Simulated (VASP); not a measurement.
# CO in VASP: single point with PBE

Aim: the single point of CO with PBE.

Everything below comes from runs of VASP 6.6.1. Logs are shortened: lines on timing, memory, paths and dates and some standing lists are left out, and cuts for length are marked.

## (1) The cell of the first run

The cell holds a disordered packing, 16 atoms: a = 7.187 Å, b = 7.187 Å, c = 7.187 Å, α = 90.00°, β = 90.00°, γ = 90.00°.

## (2) Single point, PBE

The input, INCAR:

```
PREC     = Accurate       # precision mode
ENCUT    = 1000           # plane-wave cutoff, eV
EDIFF    = 1E-6           # SCF threshold, eV
ISMEAR   = -1             # smearing method
SIGMA    = 0.02           # smearing width, eV
LREAL    = Auto         
LASPH    = True           # aspherical terms in the spheres
NELM     = 120            # most SCF steps
ALGO     = Normal         # electronic algorithm
ISIF     = 2              # what is computed and relaxed
LWAVE    = False          # write WAVECAR
LCHARG   = True           # write CHGCAR
GGA      = PE             # functional
LELF     = True           # ELF
LVHAR    = True         
NBANDS   = 54             # bands
GGA_COMPAT= False
```

The input, KPOINTS:

```
Automatic mesh
0
Gamma
  1 1 1
```

The input, POSCAR:

```
CO
1.0
    7.1868070000      0.0000000000      0.0000000000
    0.0000000000      7.1868070000      0.0000000000
    0.0000000000      0.0000000000      7.1868070000
O C
8 8
Direct
    0.7749060188      0.0444564603      0.4209240627
    0.2392856800      0.7443500292      0.2149494205
    0.6013379794      0.2699112415      1.0793249353
    0.6126921177      0.5207597755      0.6421071277
    1.0096973524      0.1000165999      1.0737730956
   -0.0519284851      0.5668581332      0.3458281265
    0.3337504402     -0.0074720248      0.6248532902
    0.6221817283      0.7884308010      1.0303602142
    0.7073934224      0.0858656702      0.5534168373
    0.2775780677      0.8876681953      0.2805279173
    0.5073045652      0.3864163877      1.1138465246
    0.5010570063      0.5682356574      0.5435237095
    0.8915224800      0.1334250384      0.9668271320
   -0.0282322873      0.4142312434      0.3151329930
    0.3318719982      0.1222796160      0.7033999939
    0.4767624899      0.7605046302      0.9679263684
```

Potentials or basis: VASP PAW PBE potentials, release 64 (O_h, C_h).

Started as:

```
$ cat potpaw_PBE.64/O_h/POTCAR potpaw_PBE.64/C_h/POTCAR > POTCAR
$ mpirun -np 1 vasp_gam > vasp.out
```

OUTCAR:

```text
PREC = Accurate
   ENCUT = 1000
   EDIFF = 1E-6
   ISMEAR = -1
   LREAL = Auto
   LASPH = True
   NELM = 120
   ISIF = 2
   GGA = PE

 ion  position               nearest neighbor table
   1  0.775  0.044  0.421-   9 1.11
   2  0.239  0.744  0.215-  10 1.17
   3  0.601  0.270  0.079-  11 1.10
   4  0.613  0.521  0.642-  12 1.12
   5  0.010  0.100  0.074-  13 1.17
   6  0.948  0.567  0.346-  14 1.13
[... 8 lines left out ...]
  15  0.332  0.122  0.703-   7 1.09
  16  0.477  0.761  0.968-   8 1.15

  LATTYP: Found a simple cubic cell.
 ALAT       =     7.1868070000

  Lattice vectors:

 A1 = (   7.1868070000,   0.0000000000,   0.0000000000)
 A2 = (   0.0000000000,   7.1868070000,   0.0000000000)
 A3 = (   0.0000000000,   0.0000000000,   7.1868070000)

Analysis of symmetry for initial positions (statically):
=====================================================================
 Subroutine PRICEL returns:
 Original cell was already a primitive cell.

 Routine SETGRP: Setting up the symmetry group for a
 simple cubic supercell.

 Subroutine GETGRP returns: Found  1 space group operations
 (whereof  1 operations were pure point group operations)
 out of a pool of 48 trial point group operations.

The static configuration has the point symmetry C_1 .

Analysis of symmetry for dynamics (positions and initial velocities):
=====================================================================
 Subroutine PRICEL returns:
 Original cell was already a primitive cell.

 Routine SETGRP: Setting up the symmetry group for a
 simple cubic supercell.

 Subroutine GETGRP returns: Found  1 space group operations
 (whereof  1 operations were pure point group operations)
 out of a pool of 48 trial point group operations.

The dynamic configuration has the point symmetry C_1 .

 Subroutine INISYM returns: Found  1 space group operations
 (whereof  1 operations are pure point group operations),
 and found     1 'primitive' translations

----------------------------------------------------------------------------------------

                                     Primitive cell

  volume of cell :     371.2000

  direct lattice vectors                    reciprocal lattice vectors
     7.186807000  0.000000000  0.000000000     0.139143851  0.000000000  0.000000000
     0.000000000  7.186807000  0.000000000     0.000000000  0.139143851  0.000000000
     0.000000000  0.000000000  7.186807000     0.000000000  0.000000000  0.139143851

  length of vectors
     7.186807000  7.186807000  7.186807000     0.139143851  0.139143851  0.139143851

  position of ions in fractional coordinates (direct lattice)
     0.774906019  0.044456460  0.420924063
     0.239285680  0.744350029  0.214949420
     0.601337979  0.269911241  0.079324935
     0.612692118  0.520759775  0.642107128
     0.009697352  0.100016600  0.073773096
     0.948071515  0.566858133  0.345828127
[... 8 lines left out ...]
     0.331871998  0.122279616  0.703399994
     0.476762490  0.760504630  0.967926368

  ion indices of the primitive-cell ions
   primitive index   ion index
                 1           1
                 2           2
                 3           3
                 4           4
                 5           5
                 6           6
[... 8 lines left out ...]
                15          15
                16          16

----------------------------------------------------------------------------------------

 KPOINTS: Automatic mesh

Automatic generation of k-mesh.
 Grid dimensions read from file:
 generate k-points for:    1    1    1

 Generating k-lattice:

  Cartesian coordinates                     Fractional coordinates (reciprocal lattice)
     0.139143851  0.000000000  0.000000000     1.000000000  0.000000000  0.000000000
     0.000000000  0.139143851  0.000000000     0.000000000  1.000000000  0.000000000
     0.000000000  0.000000000  0.139143851     0.000000000  0.000000000  1.000000000

  Length of vectors
     0.139143851  0.139143851  0.139143851

  Shift w.r.t. Gamma in fractional coordinates (k-lattice)
     0.000000000  0.000000000  0.000000000

 Subroutine IBZKPT returns following result:
 ===========================================

 Found      1 irreducible k-points:

 Following reciprocal coordinates:
            Coordinates               Weight
  0.000000  0.000000  0.000000      1.000000
   k-points           NKPTS =      1   k-points in BZ     NKDIM =      1   number of bands    NBANDS=     54
   number of dos      NEDOS =    301   number of ions     NIONS =     16
   total plane-waves  NPLWV = 512000
   dimension x,y,z NGX =    80 NGY =   80 NGZ =   80
   dimension x,y,z NGXF=   160 NGYF=  160 NGZF=  160
   ions per type =               8   8
   NGX,Y,Z   is equivalent  to a cutoff of  18.51, 18.51, 18.51 a.u.
   NGXF,Y,Z  is equivalent  to a cutoff of  37.01, 37.01, 37.01 a.u.
 SYSTEM =  unknown system
   PREC   = accura    normal or accurate (medium, high low for compatibility)
   ISTART =      0    job   : 0-new  1-cont  2-samecut
   ICHARG =      2    charge: 1-file 2-atom 10-const
   ISPIN  =      1    spin polarized calculation?
   LNONCOLLINEAR =      F non collinear calculations
   LSORBIT =      F    spin-orbit coupling
   LASPH  =      T    aspherical Exc in radial PAW
   ENCUT  = 1000.0 eV  73.50 Ry    8.57 a.u.  18.53 18.53 18.53*2*pi/ulx,y,z
   NELM   =    120;   NELMIN=  2; NELMDL= -5     # of ELM steps
   EDIFF  = 0.1E-05   stopping-criterion for ELM
   LREAL  =      T    real-space projection
   EDIFFG = 0.1E-04   stopping-criterion for IOM
   NSW    =      0    number of steps for IOM
   IBRION =     -1    ionic relax: 0-MD 1-quasi-New 2-CG
   NFREE  =      0    steps in history (QN), initial steepest desc. (CG)
   ISIF   =      2    stress and relaxation
   ISYM   =      2    0-nonsym 1-usesym 2-fastsym
   POTIM  = 0.5000    time-step for ionic-motion
   TEBEG  =    0.0;   TEEND  =   0.0 temperature during run
   PSTRESS=    0.0 pullay stress
   NELECT =      80.0000    total number of electrons
   NUPDOWN=      -1.0000    fix difference up-down
   EMIN   =  10.00;   EMAX   =-10.00  energy-range for DOS
   EFERMI =   0.00;   METHOD = LEGACY
   ISMEAR =    -1;   SIGMA  =   0.02  broadening in eV -4-tet -1-fermi 0-gaus
   EFERMI_NEDOS =   21; number of points for ismear=-14 and -15
   IALGO  =     38    algorithm
   IMIX   =      4    mixing-type and parameters
     AMIX     =   0.40;   BMIX     =  1.00
     AMIX_MAG =   1.60;   BMIX_MAG =  1.00
  volume/ion in A,a.u.               =      23.20       156.56
  Fermi-wavevector in a.u.,A,eV,Ry     =   0.981527  1.854817 13.107784  0.963395
  Thomas-Fermi vector in A             =   2.112540
   LORBIT       =      0    0 simple, 1 ext, 2 COOP (PROOUT), +10 PAW based schemes
   GGA     = PE    functional components
   LHFCALC =     F    Hartree Fock is set to
   AEXX    =    0.0000 exact exchange contribution
   IVDW    =     0    specifies the selected vdW correction
   LEPSILON=     F    determine dielectric tensor
   LRPA    =     F    only Hartree local field effects (RPA)
 non-spin polarized calculation
  energy-cutoff  :     1000.00
  volume of cell :      371.20
 maximum number of plane-waves:     13373
 NGX is ok and might be reduce to    80
   NGX = 37   NGY = 37   NGZ = 37

 number of electron      80.0000002 magnetization

 Free energy of the ion-electron system (eV)
  ---------------------------------------------------
  ext. energy  EPLUGINS =         0.00000000
  ---------------------------------------------------
  free energy    TOTEN  =      -118.06896748 eV

  energy without entropy =     -118.06896748  energy(sigma->0) =     -118.06896748

 E-fermi :  -3.9731     XC(G=0):  -6.2418

 val. band max:       -4.4590213274   @ k =   0.0000   0.0000   0.0000
 cond. band min:       1.0796288989   @ k =   0.0000   0.0000   0.0000
 fundamental gap:      5.5386502263
 Fermi energy:        -3.9731331748

 k-point     1 :       0.0000    0.0000    0.0000
  band No.  band energies     occupation
      1     -26.1182      2.00000
      2     -26.0676      2.00000
      3     -25.8789      2.00000
      4     -25.7858      2.00000
      5     -25.5406      2.00000
      6     -25.1158      2.00000
[... 44 lines left out ...]
     51       2.0150      0.00000
     52       2.1566      0.00000
 [bands above 52 left out]

------------------------ aborting loop because EDIFF is reached ----------------------------------------

  FORCE on cell =-STRESS in cart. coord.  units (eV):
  Direction    XX          YY          ZZ          XY          YZ          ZX
  --------------------------------------------------------------------------------------
  -------------------------------------------------------------------------------------
  Total        4.5365573      8.9334338      8.0601973     -3.9061542      4.0566219     -6.1021161
  in kB       19.5807372     38.5585823     34.7895097    -16.8597845     17.5092348    -26.3380187
  external PRESSURE =      30.9762764 kB  Pullay stress =       0.0000000 kB

 VOLUME and BASIS-vectors are now :
 -----------------------------------------------------------------------------
  energy-cutoff  :     1000.00
  volume of cell :      371.20
      direct lattice vectors                 reciprocal lattice vectors
     7.186807000  0.000000000  0.000000000     0.139143851  0.000000000  0.000000000
     0.000000000  7.186807000  0.000000000     0.000000000  0.139143851  0.000000000
     0.000000000  0.000000000  7.186807000     0.000000000  0.000000000  0.139143851

 POSITION                                       TOTAL-FORCE (eV/Angst)
 -----------------------------------------------------------------------------------
      5.56910      0.31950      3.02510         1.422990     -1.014000     -2.762688
      1.71970      5.34950      1.54480         0.501840      2.948217      1.623004
      4.32170      1.93980      0.57009         1.852733     -2.864908     -0.592819
      4.40330      3.74260      4.61470         1.081548     -0.453724      0.886903
      0.06969      0.71880      0.53019        -2.573636      0.614639     -2.398391
      6.81361      4.07390      2.48540        -0.275243      0.301159      0.151115
[... 8 lines left out ...]
      2.38510      0.87880      5.05520        -0.276688      5.264896      3.172620
      3.42640      5.46560      6.95630         2.148691      0.314721      0.081000
 -----------------------------------------------------------------------------------
    total drift:                                0.000446     -0.000703      0.002122

  FREE ENERGIE OF THE ION-ELECTRON SYSTEM (eV)
  ---------------------------------------------------
  free  energy   TOTEN  =      -118.0689674837 eV

  energy  without entropy=     -118.0689674836  energy(sigma->0) =     -118.06896748
```

Run time: 2.9 min. Hardware: 1 thread of Intel Xeon Platinum 8259CL at 2.50GHz (Skylake/Cascade Lake), shared host; peak memory 0.92 GiB.

What came out:

```yaml
Free_energy: -118.0690 eV
Pressure: 3.1 GPa
Largest_force: 6.153 eV/Å
```

Forces on the atoms (eV/Å):
```
O    1.423 -1.014 -2.763
O    0.502  2.948  1.623
O    1.853 -2.865 -0.593
O    1.082 -0.454  0.887
O   -2.574  0.615 -2.398
O   -0.275  0.301  0.151
O   -0.148 -5.145 -2.694
O   -1.551 -0.221 -0.679
C   -1.118  0.879  2.693
C   -0.867 -2.762 -1.498
C   -2.556  2.903  0.920
C   -1.030  0.399 -0.853
C    3.252 -1.025  1.795
C    0.136 -0.140  0.156
C   -0.277  5.265  3.173
C    2.149  0.315  0.081
```

Stress tensor (GPa, compression positive):
```
 1.96 -1.69 -2.63
-1.69  3.86  1.75
-2.63  1.75  3.48
```

Caveat: the k points lie up to 0.87 Å⁻¹ apart, too coarse for converged energies, forces and pressures.
